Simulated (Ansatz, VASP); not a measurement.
# One calculation of Ni, two programs

```
CELL_PARAMETERS angstrom
0.00000 2.51566 2.51566
2.51566 0.00000 2.51566
2.51566 2.51566 0.00000
ATOMIC_POSITIONS crystal
Ni 0.12500 0.12500 0.12500
Ni 0.87500 0.87500 0.87500
```

Alike in both runs: task single point; functional PBE; k mesh 17 × 17 × 17; occupations fermi-dirac, width 0.05 eV; collinear spin.

```csv
,VASP,Ansatz
version,VASP 6.6.1,Ansatz 0.2.0
potentials or method,"VASP PAW PBE potentials, release 64 (Ni), cutoff 520 eV","plane waves (420 eV) with PAW, scalar-relativistic"
valence electrons in the cell,20,36
```

VASP gave:

- pressure (GPa): 4.0
- net moment per atom (μB): 0.79
- size of the moment on the site where the two differ most (μB): 0.79

Q: Estimate Ansatz's values.

A: Pressure (GPa): 4.1; net moment per atom (μB): 0.80; size of the moment on the site where the two differ most (μB): 0.83.

Site moments also hang on the region over which each program counts them. VASP's potentials hold 20 valence electrons a cell and Ansatz's 36, so a difference there can come from the potentials and not from the codes.
